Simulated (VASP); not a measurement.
Input of a VASP 6.6.1 run:

POSCAR

```
AgCl
1.0
    0.0000000000      2.7315527500      2.7731500000
    2.7315527500      0.0000000000      2.7731500000
    2.7315527500      2.7315527500      0.0000000000
Ag Cl
1 1
Direct
    0.5000000000      0.5000000000      0.5000000000
    0.0000000000      0.0000000000      0.0000000000
```

The input INCAR.step1:

```
SYSTEM = AgCl
PREC = Accurate
ENCUT = 520
ISMEAR = 0
SIGMA = 0.05
LREAL = .FALSE.
LASPH = .TRUE.
NELM = 60
NBANDS = 16
GGA = PE
ALGO = Normal
EDIFF = 1E-4
LWAVE = .TRUE.
LCHARG = .FALSE.
```

Contents of INCAR.step2:

```
SYSTEM = AgCl
PREC = Accurate
ENCUT = 520
EDIFF = 1E-7
ISMEAR = 0
SIGMA = 0.05
LREAL = .FALSE.
LASPH = .TRUE.
NELM = 60
ALGO = Normal
ISIF = 2
LWAVE = .FALSE.
LCHARG = .TRUE.
METAGGA = R2SCAN
LMIXTAU = .TRUE.
LELF = .TRUE.
LVHAR = .TRUE.
NBANDS = 16
ISTART = 1
```

The input KPOINTS:

```
regular mesh
0
G
  8 8 8
  0 0 0
```

Potentials or basis: VASP PAW PBE potentials, release 64 (Ag, Cl).

Run with:

```sh
$ cat potpaw_PBE.64/Ag/POTCAR potpaw_PBE.64/Cl/POTCAR > POTCAR
$ cp INCAR.step1 INCAR
$ mpirun -np 1 vasp_std > vasp.out
$ cp INCAR.step2 INCAR
$ mpirun -np 1 vasp_std > vasp.out
```

Problem. What does it give for the band gap on the k mesh?

Solution. 1.37 eV (least direct gap 3.81 eV).

Problem. What does it give for the pressure?

Solution. 1.6 GPa.

Stress tensor (GPa, compression positive):
```
1.76 0.00 0.00
0.00 1.76 0.00
0.00 0.00 1.17
```

Caveat: the cell differs from its parent crystal (strain -0.015 along x and y, +0.000 along z); the PAW data sets were made with another functional, which shifts forces and pressure a little. A k mesh can miss the band edges.
